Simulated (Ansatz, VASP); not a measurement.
Two plane-wave programs on CdS

```
Cd S
1.0
     4.16462    0.00000    0.00000
    -2.08231    3.46312    0.00000
     0.00000    0.00000    6.76598
Cd S
2 2
Direct
  0.33446 0.66892 0.00159
  0.66554 0.33108 0.50159
  0.32543 0.65085 0.37341
  0.67457 0.34915 0.87341
```

Change from the starting cell: uniaxial_y strain -4.0%.

Alike in both runs: task single point; functional PBE; k mesh 12 × 12 × 4; occupations fermi-dirac, width 0.02 eV; no spin polarisation.

|  | VASP | Ansatz |
| --- | --- | --- |
| version | VASP 6.6.1 | Ansatz 0.2.0 |
| potentials or method | VASP PAW PBE potentials, release 64 (Cd, S) | plane waves, PAW |
| plane-wave cutoff (eV) | 520 | 420 |
| valence electrons in the cell | 36 | 52 |

```csv
,VASP,Ansatz,Ansatz less VASP
gap on the k mesh at the Fermi level (eV),1.16,1.16,-0.004
pressure (GPa),4.3,3.9,-0.39
"traceless stress, the component that is largest in VASP (GPa)",0.77,0.78,+0.008
```

With one functional, cell and mesh, what is left measures potentials, basis and numerics. VASP's potentials hold 36 valence electrons a cell and Ansatz's 52, so a difference there can come from the potentials and not from the codes.
